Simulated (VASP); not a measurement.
Runs of VASP 6.6.1 on Al. The structure is that of space group P6_3/mmc (No. 194), or close to it. The cells are those of the table. 

```tsv
cell	gap on the mesh (eV)	pressure (GPa)
a = 2.839, b = 2.839, c = 9.500 Å, angles 90.0, 90.0, 120.0°, 4 atoms	none	(a)
a = 2.854, b = 2.854, c = 9.383 Å, angles 90.0, 90.0, 120.0°, 4 atoms	none	0.0
a = 2.770, b = 2.770, c = 9.276 Å, angles 90.0, 90.0, 120.0°, 4 atoms	none	7.2
a = 2.819, b = 2.819, c = 9.986 Å, angles 90.0, 90.0, 120.0°, 4 atoms	none	-2.0
```

Alike in all rows: task single point; level PBE; potentials or basis VASP PAW PBE potentials, release 64 (Al); no spin polarisation; k mesh 18 × 18 × 6; cutoff (eV) 520; smearing gaussian 0.1 eV.

Task: Estimate the missing entries.

Result: (a) -0.1.

A gap of «none» marks levels without a gap at the run's occupations.
